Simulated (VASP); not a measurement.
Write the native input for VASP 6.6.1 that does the following.

| Property | Result |
| --- | --- |
| Task | single point |
| Functional | PBE |
| Potentials or basis | VASP PAW PBE potentials, release 64 (Mg, Cd, Te) |
| Cutoff | 520 eV |
| k mesh | 4 × 4 × 1 |
| Occupations | gaussian, width 0.1 eV |
| Spin | no spin polarisation |
| Dipole correction | no |
| Further INCAR settings | ALGO = Normal; EDIFF = 1e-06; NBANDS = 41 |

The structure of Mg5CdTe6 lies in POSCAR:

```
Mg5CdTe6
1.0
    4.2091681900      0.0000000000      0.0000000000
    0.0000000000      4.2091681900      0.0000000000
    0.0000000000      0.0000000000     17.8579882200
Mg Cd Te
5 1 6
Direct
    0.0000000000      0.0000000000      0.8333333300
    0.5000000000      0.5000000000      0.6666666700
    0.0000000000      0.0000000000      0.5000000000
    0.5000000000      0.5000000000      0.3333333300
    0.0000000000      0.0000000000      0.1666666700
    0.5000000000      0.5000000000      0.0000000000
    0.5000000000      0.0000000000      0.5833333300
    0.0000000000      0.5000000000      0.4166666700
    0.5000000000      0.0000000000      0.2500000000
    0.0000000000      0.5000000000      0.0833333300
    0.5000000000      0.0000000000      0.9166666700
    0.0000000000      0.5000000000      0.7500000000
```

One way to write it, as run:

INCAR

```
SYSTEM = Mg5CdTe6
PREC     = Accurate       ! precision mode
ENCUT    = 520            ! plane-wave cutoff, eV
EDIFF    = 1E-6           ! SCF threshold, eV
ISMEAR   = 0              ! smearing method
SIGMA    = 0.1            ! smearing width, eV
LREAL    = .False.        ! projectors in reciprocal space
LASPH    = .True.         ! aspherical terms in the spheres
NELM     = 80             ! most SCF steps
ALGO     = Normal         ! electronic algorithm
ISIF     = 2              ! what is computed and relaxed
LWAVE    = .False.        ! write WAVECAR
LCHARG   = .False.        ! write CHGCAR
GGA      = PE             ! functional
NBANDS   = 41             ! bands
```

KPOINTS

```
regular mesh
0
Gamma
  4 4 1
  0 0 0
```

Potentials or basis: VASP PAW PBE potentials, release 64 (Mg, Cd, Te).

Run with:

```sh
$ cat potpaw_PBE.64/Mg/POTCAR potpaw_PBE.64/Cd/POTCAR potpaw_PBE.64/Te/POTCAR > POTCAR
$ mpirun -np 1 vasp_std > vasp.out
```

Results of the run:

| Quantity | Value |
| --- | --- |
| Pressure | 17.4 GPa |
| Largest force | 0.966 eV/Å |
| Band gap on the k mesh | 2.15 eV (least direct gap 2.18 eV) |

Caveat: the cell stands under pressure; spin-orbit coupling is left out, which moves the levels of the heavy elements.

Run time: 59 s on 1 thread of AMD EPYC 9R45 96-Core Processor (Zen 5), with other jobs on the host, peak memory 0.38 GiB.
